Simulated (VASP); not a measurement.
The system is Te2Mo, a slab with vacuum.

```
Te Mo
1.0
     6.36161    0.00000    0.00000
     0.00000    3.48040    0.00000
    -0.08574    0.00000   36.17589
Te Mo
4 2
Cartesian
  2.6844 2.6103 19.5604
  3.5915 0.8701 16.6155
  5.8104 0.8701 20.1329
  0.4655 2.6103 16.0430
  1.1110 0.8701 17.9963
  5.1649 2.6103 18.1796
```

Base run:

| Property | Result |
| --- | --- |
| Program | VASP 6.6.1 |
| Functional | PBE |
| Potentials or basis | VASP PAW PBE potentials, release 64 (Te, Mo_sv) |
| Cutoff | 520 eV |
| k mesh | 3 × 6 × 1 |
| Occupations | fermi-dirac, width 0.05 eV |
| Spin | no spin polarisation |
| Hubbard terms | Mo d U = 4.0 eV |

Its results: band gap on the k mesh zero (bands 26 and 27 overlap by 0.01 eV); largest force 0.474 eV/Å.

**Question.** The run is repeated on the same cell with these changes: hubbard terms from Mo d U = 4.0 eV to Mo d U = 5.0 eV. What comes out?

**Answer.** Band gap on the k mesh 0.07 eV (least direct gap 0.49 eV); largest force 0.532 eV/Å.

Caveats: there is no dipole correction, which matters where the two faces differ; spin-orbit coupling is left out, which moves the levels of the heavy elements; the U is typed as a test and isn't derived for this compound; U without spin polarisation on a metal has little footing (at least some runs).

A k mesh can miss the band edges.
